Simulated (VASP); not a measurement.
# SnO (Pm-3m) in VASP: a series of runs

SnO is run at these levels: PBEsol, PBE; tasks: single point, relaxation of cell and atoms.

Program: VASP 6.6.1. These are calculated values, not measurements. Logs are shortened: lines on timing, memory, paths and dates and some standing lists are left out, and cuts for length are marked.

### 1 The cell of the first run

The structure is cubic, space group Pm-3m (No. 221). The conventional cell has a = 3.081 Å, b = 3.081 Å, c = 3.081 Å, α = 90.00°, β = 90.00°, γ = 90.00°. Sn (site symmetry m-3m) has 8 O at 2.67 Å and 6 Sn at 3.08 Å within 3.5 Å. Within 3.5 Å of O (site symmetry m-3m) lie 8 Sn at 2.67 Å and 6 O at 3.08 Å.

### 2 Single point, PBEsol

The input, INCAR:

```
ALGO     = Normal         # electronic algorithm
EDIFF    = 1E-6           # SCF threshold, eV
ENCUT    = 520            # plane-wave cutoff, eV
GGA      = PS             # functional
ISIF     = 2              # what is computed and relaxed
ISMEAR   = -1             # smearing method
LASPH    = T              # aspherical terms in the spheres
LCHARG   = T              # write CHGCAR
LELF     = T              # ELF
LREAL    = F              # projectors in reciprocal space
LVHAR    = T            
LWAVE    = F              # write WAVECAR
NBANDS   = 17             # bands
NELM     = 100            # most SCF steps
PREC     = Accurate       # precision mode
SIGMA    = 0.02           # smearing width, eV
```

The input, KPOINTS:

```
k-points
0
Gamma
  8 8 8
```

The input, POSCAR:

```
SnO
1.0
    3.0812012999      0.0000000000      0.0000000000
    0.0000000000      3.0812012999      0.0000000000
    0.0000000000      0.0000000000      3.0812012999
Sn O
1 1
Direct
    0.0000000000      0.0000000000      0.0000000000
    0.5000000000      0.5000000000      0.5000000000
```

Potentials or basis: VASP PAW PBE potentials, release 64 (Sn_d, O).

Command:

```
$ cat potpaw_PBE.64/Sn_d/POTCAR potpaw_PBE.64/O/POTCAR > POTCAR
$ mpirun -np 1 vasp_std > vasp.out
```

OUTCAR:

```text
EDIFF = 1E-6
   ENCUT = 520
   GGA = PS
   ISIF = 2
   ISMEAR = -1
   LASPH = T
   LREAL = F
   NELM = 100
   PREC = Accurate

 ion  position               nearest neighbor table
   1  0.000  0.000  0.000-   2 2.67   2 2.67   2 2.67   2 2.67   2 2.67   2 2.67   2 2.67   2 2.67

   2  0.500  0.500  0.500-   1 2.67   1 2.67   1 2.67   1 2.67   1 2.67   1 2.67   1 2.67   1 2.67

  LATTYP: Found a simple cubic cell.
 ALAT       =     3.0812012999

  Lattice vectors:

 A1 = (   3.0812012999,   0.0000000000,   0.0000000000)
 A2 = (   0.0000000000,   3.0812012999,   0.0000000000)
 A3 = (   0.0000000000,   0.0000000000,   3.0812012999)

Analysis of symmetry for initial positions (statically):
=====================================================================
 Subroutine PRICEL returns:
 Original cell was already a primitive cell.

 Routine SETGRP: Setting up the symmetry group for a
 simple cubic supercell.

 Subroutine GETGRP returns: Found 48 space group operations
 (whereof 48 operations were pure point group operations)
 out of a pool of 48 trial point group operations.

The static configuration has the point symmetry O_h .

Analysis of symmetry for dynamics (positions and initial velocities):
=====================================================================
 Subroutine PRICEL returns:
 Original cell was already a primitive cell.

 Routine SETGRP: Setting up the symmetry group for a
 simple cubic supercell.

 Subroutine GETGRP returns: Found 48 space group operations
 (whereof 48 operations were pure point group operations)
 out of a pool of 48 trial point group operations.

The dynamic configuration has the point symmetry O_h .

 Subroutine INISYM returns: Found 48 space group operations
 (whereof 48 operations are pure point group operations),
 and found     1 'primitive' translations

----------------------------------------------------------------------------------------

                                     Primitive cell

  volume of cell :      29.2523

  direct lattice vectors                    reciprocal lattice vectors
     3.081201300  0.000000000  0.000000000     0.324548740  0.000000000  0.000000000
     0.000000000  3.081201300  0.000000000     0.000000000  0.324548740  0.000000000
     0.000000000  0.000000000  3.081201300     0.000000000  0.000000000  0.324548740

[... 79 lines left out ...]
   LSORBIT =      F    spin-orbit coupling
   LASPH  =      T    aspherical Exc in radial PAW
   ENCUT  =  520.0 eV  38.22 Ry    6.18 a.u.   5.73  5.73  5.73*2*pi/ulx,y,z
   NELM   =    100;   NELMIN=  2; NELMDL= -5     # of ELM steps
   EDIFF  = 0.1E-05   stopping-criterion for ELM
   LREAL  =      F    real-space projection
   EDIFFG = 0.1E-04   stopping-criterion for IOM
   NSW    =      0    number of steps for IOM
   IBRION =     -1    ionic relax: 0-MD 1-quasi-New 2-CG
   NFREE  =      0    steps in history (QN), initial steepest desc. (CG)
   ISIF   =      2    stress and relaxation
   ISYM   =      2    0-nonsym 1-usesym 2-fastsym
   POTIM  = 0.5000    time-step for ionic-motion
   TEBEG  =    0.0;   TEEND  =   0.0 temperature during run
   PSTRESS=    0.0 pullay stress
   NELECT =      20.0000    total number of electrons
   NUPDOWN=      -1.0000    fix difference up-down
   EMIN   =  10.00;   EMAX   =-10.00  energy-range for DOS
   EFERMI =   0.00;   METHOD = LEGACY
   ISMEAR =    -1;   SIGMA  =   0.02  broadening in eV -4-tet -1-fermi 0-gaus
   EFERMI_NEDOS =   21; number of points for ismear=-14 and -15
   IALGO  =     38    algorithm
   IMIX   =      4    mixing-type and parameters
     AMIX     =   0.40;   BMIX     =  1.00
     AMIX_MAG =   1.60;   BMIX_MAG =  1.00
  volume/ion in A,a.u.               =      14.63        98.70
  Fermi-wavevector in a.u.,A,eV,Ry     =   1.442220  2.725400 28.300086  2.079998
  Thomas-Fermi vector in A             =   2.560764
   LORBIT       =      0    0 simple, 1 ext, 2 COOP (PROOUT), +10 PAW based schemes
   GGA     = PS    functional components
   LHFCALC =     F    Hartree Fock is set to
   AEXX    =    0.0000 exact exchange contribution
   IVDW    =     0    specifies the selected vdW correction
   LEPSILON=     F    determine dielectric tensor
   LRPA    =     F    only Hartree local field effects (RPA)
 non-spin polarized calculation
  energy-cutoff  :      520.00
  volume of cell :       29.25
 maximum number of plane-waves:       840
 NGX is ok and might be reduce to    24
   NGX = 11   NGY = 11   NGZ = 11

 number of electron      20.0000004 magnetization

 Free energy of the ion-electron system (eV)
  ---------------------------------------------------
  ext. energy  EPLUGINS =         0.00000000
  ---------------------------------------------------
  free energy    TOTEN  =       -10.62672959 eV

  energy without entropy =      -10.62548970  energy(sigma->0) =      -10.62610965

 E-fermi :   8.6708     XC(G=0): -11.7402

 val. band max:        8.4221301558   @ k =   0.5000   0.5000   0.5000
 cond. band min:       8.6799638638   @ k =   0.5000   0.1250   0.0000
 fundamental gap:      0.2578337080
 Fermi energy:         8.6707853694

 k-point     1 :       0.0000    0.0000    0.0000
  band No.  band energies     occupation
      1     -13.0797      2.00000
      2     -13.0797      2.00000
      3     -12.6736      2.00000
      4     -12.6736      2.00000
      5     -12.6736      2.00000
      6      -9.6661      2.00000
[... 457 lines left out ...]
      4     -12.7668      2.00000
      5     -12.6247      2.00000
      6      -8.2713      2.00000
[... 9 lines left out ...]
     16      23.1707      0.00000
     17      25.9751      0.00000

 [... further k-points ...]

------------------------ aborting loop because EDIFF is reached ----------------------------------------

  FORCE on cell =-STRESS in cart. coord.  units (eV):
  Direction    XX          YY          ZZ          XY          YZ          ZX
  --------------------------------------------------------------------------------------
  -------------------------------------------------------------------------------------
  Total       -0.0068435     -0.0068435     -0.0068435     -0.0000000      0.0000000      0.0000000
  in kB       -0.3748275     -0.3748275     -0.3748275     -0.0000000      0.0000000      0.0000000
  external PRESSURE =      -0.3748275 kB  Pullay stress =       0.0000000 kB

 VOLUME and BASIS-vectors are now :
 -----------------------------------------------------------------------------
  energy-cutoff  :      520.00
  volume of cell :       29.25
      direct lattice vectors                 reciprocal lattice vectors
     3.081201300  0.000000000  0.000000000     0.324548740  0.000000000  0.000000000
     0.000000000  3.081201300  0.000000000     0.000000000  0.324548740  0.000000000
     0.000000000  0.000000000  3.081201300     0.000000000  0.000000000  0.324548740

 POSITION                                       TOTAL-FORCE (eV/Angst)
 -----------------------------------------------------------------------------------
      0.00000      0.00000      0.00000         0.000000      0.000000      0.000000
      1.54060      1.54060      1.54060         0.000000      0.000000      0.000000
 -----------------------------------------------------------------------------------
    total drift:                                0.000000      0.000000     -0.000000

  FREE ENERGIE OF THE ION-ELECTRON SYSTEM (eV)
  ---------------------------------------------------
  free  energy   TOTEN  =       -10.6267295934 eV

  energy  without entropy=      -10.6254896971  energy(sigma->0) =      -10.62610965
```

stdout:

```text
POSCAR found type information on POSCAR SnO
 POSCAR found :  2 types and       2 ions
 scaLAPACK will be used
 -----------------------------------------------------------------------------
|                                                                             |
|                                                                             |
|     You enforced a specific xc type in the INCAR file but a different       |
|     I HOPE YOU KNOW WHAT YOU ARE DOING!                                     |
|                                                                             |
 -----------------------------------------------------------------------------

 LDA part: xc-table for (Slater+PW92), standard interpolation
 POSCAR, INCAR and KPOINTS ok, starting setup
 FFT: planning ... GRIDC
 FFT: planning ... GRID_SOFT
 FFT: planning ... GRID
 WAVECAR not read
 entering main loop
```

It took 12 s on 1 thread of Intel Xeon 8259CL, shared host; peak memory 0.15 GiB.

Results:

| Property | Result |
| --- | --- |
| Free energy | -10.6267 eV |
| Pressure | 0.0 GPa |
| Band gap on the k mesh | zero (bands 10 and 11 overlap by 0.26 eV) |

Levels at points of the mesh, in eV from the Fermi level:
```tsv
k point	band 6	band 7	band 8	band 9	band 10	band 11	band 12	band 13	band 14	band 15
(0.00, 0.00, 0.00)	-18.34	-7.60	-2.79	-2.79	-2.79	7.90	7.90	8.17	8.17	8.17
(0.50, 0.00, 0.00)	-17.55	-9.26	-1.99	-1.99	-1.23	0.43	7.20	7.20	10.80	11.20
(0.50, 0.50, 0.00)	-16.86	-5.89	-5.89	-4.89	-1.86	3.43	3.43	8.58	10.18	15.06
(0.50, 0.50, 0.50)	-16.78	-3.62	-3.62	-3.62	-1.19	-0.25	-0.25	-0.25	12.44	12.44
```

Caveat: semilocal functionals underestimate gaps, so a narrow gap can read as zero; the PAW data sets were made with another functional, which shifts forces and pressure a little; spin-orbit coupling is left out, which moves the levels of the heavy elements.

### 3 Single point, PBE

This run uses another cell than the first one, of 15.35 Å³/atom.

The input, INCAR:

```
PREC = Accurate ; ENCUT = 520
EDIFF = 1E-6 ; ISMEAR = -1
SIGMA = 0.02 ; LREAL = F
LASPH = T ; NELM = 60
ALGO = Normal ; ISIF = 2
LWAVE = F ; LCHARG = F
GGA = PE ; NBANDS = 17
```

The input, KPOINTS:

```
regular mesh
0
Gamma
  10 10 10
```

The input, POSCAR:

```
SnO
1.0
    3.1313621989      0.0000000000      0.0000000000
    0.0000000000      3.1313621989      0.0000000000
    0.0000000000      0.0000000000      3.1313621989
Sn O
1 1
Direct
    0.0000000000      0.0000000000      0.0000000000
    0.5000000000      0.5000000000      0.5000000000
```

Potentials or basis: VASP PAW PBE potentials, release 64 (Sn_d, O).

Command:

```
$ cat potpaw_PBE.64/Sn_d/POTCAR potpaw_PBE.64/O/POTCAR > POTCAR
$ mpirun -np 1 vasp_std > vasp.out
```

OUTCAR:

```text
PREC = Accurate
   ENCUT = 520
   EDIFF = 1E-6
   ISMEAR = -1
   LREAL = F
   LASPH = T
   NELM = 60
   ISIF = 2
   GGA = PE

 ion  position               nearest neighbor table
   1  0.000  0.000  0.000-   2 2.71   2 2.71   2 2.71   2 2.71   2 2.71   2 2.71   2 2.71   2 2.71

   2  0.500  0.500  0.500-   1 2.71   1 2.71   1 2.71   1 2.71   1 2.71   1 2.71   1 2.71   1 2.71

  LATTYP: Found a simple cubic cell.
 ALAT       =     3.1313621989

  Lattice vectors:

 A1 = (   3.1313621989,   0.0000000000,   0.0000000000)
 A2 = (   0.0000000000,   3.1313621989,   0.0000000000)
 A3 = (   0.0000000000,   0.0000000000,   3.1313621989)

Analysis of symmetry for initial positions (statically):
=====================================================================
 Subroutine PRICEL returns:
 Original cell was already a primitive cell.

 Routine SETGRP: Setting up the symmetry group for a
 simple cubic supercell.

 Subroutine GETGRP returns: Found 48 space group operations
 (whereof 48 operations were pure point group operations)
 out of a pool of 48 trial point group operations.

[... 159 lines left out ...]

  energy without entropy =       -9.83935296  energy(sigma->0) =       -9.83950428

 E-fermi :   8.0718     XC(G=0): -11.2697

 val. band max:        8.0477847309   @ k =   0.5000   0.5000   0.5000
 cond. band min:       8.2262487572   @ k =   0.5000   0.1000   0.0000
 fundamental gap:      0.1784640263
 Fermi energy:         8.0717677204

 k-point     1 :       0.0000    0.0000    0.0000
  band No.  band energies     occupation
      1     -13.6932      2.00000
      2     -13.6932      2.00000
      3     -13.3443      2.00000
      4     -13.3443      2.00000
      5     -13.3443      2.00000
      6      -9.8679      2.00000
[... 457 lines left out ...]
      4     -13.4098      2.00000
      5     -13.3558      2.00000
      6      -9.3416      2.00000
[... 9 lines left out ...]
     16      22.7320      0.00000
     17      23.5674      0.00000

 [... further k-points ...]

------------------------ aborting loop because EDIFF is reached ----------------------------------------

  FORCE on cell =-STRESS in cart. coord.  units (eV):
  Direction    XX          YY          ZZ          XY          YZ          ZX
  --------------------------------------------------------------------------------------
  -------------------------------------------------------------------------------------
  Total       -0.0133419     -0.0133419     -0.0133419     -0.0000000     -0.0000000      0.0000000
  in kB       -0.6961895     -0.6961895     -0.6961895     -0.0000000     -0.0000000      0.0000000
  external PRESSURE =      -0.6961895 kB  Pullay stress =       0.0000000 kB

 VOLUME and BASIS-vectors are now :
 -----------------------------------------------------------------------------
  energy-cutoff  :      520.00
  volume of cell :       30.70
      direct lattice vectors                 reciprocal lattice vectors
     3.131362199  0.000000000  0.000000000     0.319349835  0.000000000  0.000000000
     0.000000000  3.131362199  0.000000000     0.000000000  0.319349835  0.000000000
     0.000000000  0.000000000  3.131362199     0.000000000  0.000000000  0.319349835

 POSITION                                       TOTAL-FORCE (eV/Angst)
 -----------------------------------------------------------------------------------
      0.00000      0.00000      0.00000         0.000000      0.000000      0.000000
      1.56568      1.56568      1.56568         0.000000      0.000000      0.000000
 -----------------------------------------------------------------------------------
    total drift:                                0.000000      0.000000     -0.000000

  FREE ENERGIE OF THE ION-ELECTRON SYSTEM (eV)
  ---------------------------------------------------
  free  energy   TOTEN  =        -9.8396556079 eV

  energy  without entropy=       -9.8393529563  energy(sigma->0) =       -9.83950428
```

Run time: 22 s. Hardware: 1 thread of Intel Xeon 8259CL, shared host; peak memory 0.15 GiB.

Results:

```yaml
Free_energy: -9.8397 eV
Pressure: -0.1 GPa
```

Levels at points of the mesh, in eV from the Fermi level:
```
           k point  band 8  band 9  band 10  band 11  band 12  band 13
(0.00, 0.00, 0.00)   -2.48   -2.48    -2.48     7.91     7.91     7.91
(0.50, 0.00, 0.00)   -1.74   -1.74    -1.09     0.40     7.07     7.07
(0.50, 0.50, 0.00)   -5.39   -4.80    -1.61     3.39     3.39     8.57
(0.50, 0.50, 0.50)   -3.26   -3.26    -1.43    -0.02    -0.02    -0.02
```

Caveat: spin-orbit coupling is left out, which moves the levels of the heavy elements.

### 4 Relaxation of cell and atoms, PBE

This run uses another cell than the first one, of 7.82 Å³/atom.

The input, INCAR:

```
SYSTEM = SnO
PREC = Accurate
ENCUT = 600
EDIFF = 1E-6
ISMEAR = -1
SIGMA = 0.02
LREAL = .False.
LASPH = .True.
NELM = 100
ALGO = Normal
ISIF = 3
LWAVE = .False.
LCHARG = .False.
GGA = PE
IBRION = 2
NSW = 80
EDIFFG = -0.005
```

The input, KPOINTS:

```
Automatic mesh
0
Gamma
  10 10 10
  0 0 0
```

The input, POSCAR:

```
SnO
1.0
    2.5010628909      0.0000000000      0.0000000000
    0.0000000000      2.5010628909      0.0000000000
    0.0000000000      0.0000000000      2.5010628909
Sn O
1 1
Direct
    0.0000000000      0.0000000000      0.0000000000
    0.5000000000      0.5000000000      0.5000000000
```

Command:

```
$ cat potpaw_PBE.64/Sn_d/POTCAR potpaw_PBE.64/O/POTCAR > POTCAR
$ mpirun -np 1 vasp_std > vasp.out
```

Wall time 2 min (1 thread of Intel Xeon 8259CL, shared host); peak memory 0.14 GiB.

It converged, with:

```
Free energy                           : -9.7104 eV
Relaxed volume                        : 14.76 Å³/atom
Relaxed cell                          : a = 3.090 Å, b = 3.090 Å, c = 3.090 Å, α = 90.00°, β = 90.00°, γ = 90.00°
Space group after relaxing (to 0.1 Å) : Pm-3m (No. 221)
Pressure after relaxing               : 0.0 GPa
Band gap on the k mesh                : zero (bands 10 and 11 overlap by 0.12 eV)
```

Final structure:
```yaml
crystal:
  lattice:
    - [3.09030, 0.00000, 0.00000]
    - [0.00000, 3.09030, 0.00000]
    - [0.00000, 0.00000, 3.09030]
  atoms:
    - { symbol: Sn, position: [0.00000, 0.00000, 0.00000] }
    - { symbol: O, position: [0.50000, 0.50000, 0.50000] }
```

Levels at points of the mesh, in eV from the Fermi level:
```
           k point  band 8  band 9  band 10  band 11  band 12  band 13
(0.00, 0.00, 0.00)   -2.71   -2.71    -2.71     8.01     8.18     8.18
(0.50, 0.00, 0.00)   -1.93   -1.93    -1.16     0.43     7.24     7.24
(0.50, 0.50, 0.00)   -5.75   -4.83    -1.81     3.44     3.44     8.66
(0.50, 0.50, 0.50)   -3.54   -3.54    -1.21    -0.15    -0.15    -0.15
```

Caveat: the volume moved by over 15 % at a fixed basis, so the end points are rough; semilocal functionals underestimate gaps, so a narrow gap can read as zero; spin-orbit coupling is left out, which moves the levels of the heavy elements.

### 5 Overview

```tsv
task	level	cell	k mesh	cutoff (eV)	gap on the mesh (eV)	pressure (GPa)
single point	PBEsol	a = 3.081 Å, 2 atoms	8 × 8 × 8	520	none	0.0
single point	PBE	a = 3.131 Å, 2 atoms	10 × 10 × 10	520	-	-0.1
relaxation of cell and atoms	PBE	relaxed from a = 2.501 Å, 2 atoms	10 × 10 × 10	600	none	0.0
```

Alike in all rows: potentials or basis VASP PAW PBE potentials, release 64 (Sn_d, O); no spin polarisation; smearing fermi-dirac 0.02 eV.

Caveats: spin-orbit coupling is left out, which moves the levels of the heavy elements; semilocal functionals underestimate gaps, so a narrow gap can read as zero (at least some runs); the PAW data sets were made with another functional, which shifts forces and pressure a little (at least some runs); the volume moved by over 15 % at a fixed basis, so the end points are rough (at least some runs).

Absolute energies hang on the potentials; compare differences alone.
